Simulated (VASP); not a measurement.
Wanted: the native input for a VASP 6.6.1 run.

```
Task                   : single point
Functional             : PBE
Potentials or basis    : VASP PAW PBE potentials, release 64 (Pd, Pt, S)
Cutoff                 : 520 eV
k mesh                 : 12 × 12 × 2
Occupations            : gaussian, width 0.02 eV
Spin                   : no spin polarisation
Dipole correction      : no
Further INCAR settings : ALGO = Normal; EDIFF = 1e-07; NBANDS = 43
```

The structure of PdPt2S6 lies in POSCAR:

```
PdPt2S6
1.0
    3.5712623790      0.0000000000      0.0000000000
   -1.7856311895      3.0928039438      0.0000000000
    0.0000000000      0.0000000000     18.9619119872
Pd Pt S
1 2 6
Direct
    0.0000000000      0.0000000000      0.0000000000
    0.0000000000      0.0000000000      0.3322918863
    0.0000000000      0.0000000000      0.6677081137
    0.3333333333      0.6666666667      0.0648732315
    0.3333333333      0.6666666667      0.3971817029
    0.3333333333      0.6666666667      0.7325914959
    0.6666666667      0.3333333333      0.2674085041
    0.6666666667      0.3333333333      0.6028182971
    0.6666666667      0.3333333333      0.9351267685
```

These files were run (other wordings do the same):

INCAR

```
SYSTEM = PdPt2S6
PREC     = Accurate       ! precision mode
ENCUT    = 520            ! plane-wave cutoff, eV
EDIFF    = 1E-7           ! SCF threshold, eV
ISMEAR   = 0              ! smearing method
SIGMA    = 0.02           ! smearing width, eV
LREAL    = .FALSE.        ! projectors in reciprocal space
LASPH    = .TRUE.         ! aspherical terms in the spheres
NELM     = 100            ! most SCF steps
ALGO     = Normal         ! electronic algorithm
ISIF     = 2              ! what is computed and relaxed
LWAVE    = .FALSE.        ! write WAVECAR
LCHARG   = .TRUE.         ! write CHGCAR
GGA      = PE             ! functional
LELF     = .TRUE.         ! ELF
LVHAR    = .TRUE.       
NBANDS   = 43             ! bands
```

KPOINTS

```
Automatic mesh
0
G
  12 12 2
  0 0 0
```

Potentials or basis: VASP PAW PBE potentials, release 64 (Pd, Pt, S).

Run with:

```console
$ cat potpaw_PBE.64/Pd/POTCAR potpaw_PBE.64/Pt/POTCAR potpaw_PBE.64/S/POTCAR > POTCAR
$ mpirun -np 1 vasp_std > vasp.out
```

Results of the run:

The pressure is -0.3 GPa and the largest force is 0.037 eV/Å. The band gap on the k mesh is 1.05 eV (least direct gap 1.19 eV).

Caveat: spin-orbit coupling is left out, which moves the levels of the heavy elements; this functional lacks dispersion, which binds layers or chains, so the pressure and a relaxed spacing across them are unreliable.

It took 5.8 min on 1 thread of Oxide Virtual Turin-like Processor, with other jobs on the host, peak memory 0.48 GiB.
